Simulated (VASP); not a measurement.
Crystal: AlP.

```
Al P
1.0
     0.00000    2.72550    2.72550
     2.72550    0.00000    2.72550
     2.72550    2.72550    0.00000
Al P
1 1
Cartesian
  0.0000 0.0000 0.0000
  1.3627 1.3627 1.3627
```

- Program: VASP 6.6.1
- Task: relaxation of cell and atoms
- Functional: PBE
- Potentials or basis: VASP PAW PBE potentials, release 64 (Al, P)
- Cutoff: 500 eV
- k mesh: 6 × 6 × 6
- Occupations: gaussian, width 0.01 eV
- Spin: no spin polarisation

At the start: pressure 2.7 GPa; volume 20.25 Å³/atom.

**Question.** How do energy, volume and symmetry change on relaxing?

**Answer.** Over 3 steps the energy falls by 5.1 meV/atom and the volume is 20.87 Å³/atom (+3.1 %); space group F-43m (No. 216, to 0.05 Å).

The path:
| step | energy change (eV) | largest force (eV/Å) | pressure (GPa) | volume (Å³) |
| --- | --- | --- | --- | --- |
| 1 | 0.0000 | 0.0000 | 2.67 | 40.49 |
| 2 | -0.0065 | 0.0000 | -1.45 | 42.50 |
| 3 | -0.0101 | 0.0000 | 0.00 | 41.74 |

Final structure:
```
CELL_PARAMETERS angstrom
0.00000 2.75313 2.75313
2.75313 0.00000 2.75313
2.75313 2.75313 0.00000
ATOMIC_POSITIONS crystal
Al 0.00000 0.00000 0.00000
P 0.25000 0.25000 0.25000
```
